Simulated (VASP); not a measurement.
Set up this calculation in VASP 6.6.1, as the native input.

| Quantity | Value |
| --- | --- |
| Task | relaxation of cell and atoms |
| Functional | PBE |
| Potentials or basis | VASP PAW PBE potentials, release 64 (Si, Cu, B) |
| Cutoff | 600 eV |
| k mesh | 12 × 12 × 6 |
| Occupations | gaussian, width 0.1 eV |
| Spin | no spin polarisation |
| Dipole correction | no |
| Further INCAR settings | ALGO = Normal; EDIFF = 1e-06; IBRION = 2; EDIFFG = -0.01; NSW = 100; ISIF = 3 |

The structure of CuSi3B lies in POSCAR:

```
CuSi3B
1.0
    3.1265874623      0.0000000000      0.0000000000
    0.0000000000      3.1265874623      0.0000000000
    0.0000000000      0.0000000000      6.6367284184
Si Cu B
3 1 1
Direct
    0.5000000000      0.5000000000      0.7002195915
    0.5000000000      0.5000000000      0.2997804085
    0.0000000000      0.0000000000      0.5000000000
    0.0000000000      0.0000000000      0.0000000000
    0.5000000000      0.5000000000      0.0000000000
```

The cell was generated, and may not be a known phase.

One way to write it, as run:

INCAR

```
PREC = Accurate
ENCUT = 600
EDIFF = 1E-6
ISMEAR = 0
SIGMA = 0.1
LREAL = False
LASPH = True
NELM = 100
ALGO = Normal
ISIF = 3
LWAVE = False
LCHARG = False
GGA = PE
IBRION = 2
NSW = 100
EDIFFG = -0.01
```

KPOINTS

```
Automatic mesh
0
Gamma
  12 12 6
```

Potentials or basis: VASP PAW PBE potentials, release 64 (Si, Cu, B).

Launch:

```console
$ cat potpaw_PBE.64/Si/POTCAR potpaw_PBE.64/Cu/POTCAR potpaw_PBE.64/B/POTCAR > POTCAR
$ mpirun -np 1 vasp_std > vasp.out
```

Results of the run:

| Item | Value |
| --- | --- |
| Relaxed volume | 12.99 Å³/atom |
| Relaxed cell | a = 3.120 Å, b = 3.120 Å, c = 6.668 Å, α = 90.00°, β = 90.00°, γ = 90.00° |
| Space group after relaxing (to 0.1 Å) | P4/mmm (No. 123) |
| Energy gained by relaxing | 0.4 meV/atom |
| Ionic steps | 4 |
| Pressure after relaxing | 0.0 GPa |
| Largest force after relaxing | 0.004 eV/Å |
| Band gap on the k mesh | zero (bands 13 and 14 overlap by 4.03 eV) |

Run time: 5.7 min on 1 thread of Intel(R) Xeon(R) Platinum 8259CL CPU @ 2.50GHz (Skylake/Cascade Lake), on a shared host, peak memory 0.32 GiB.
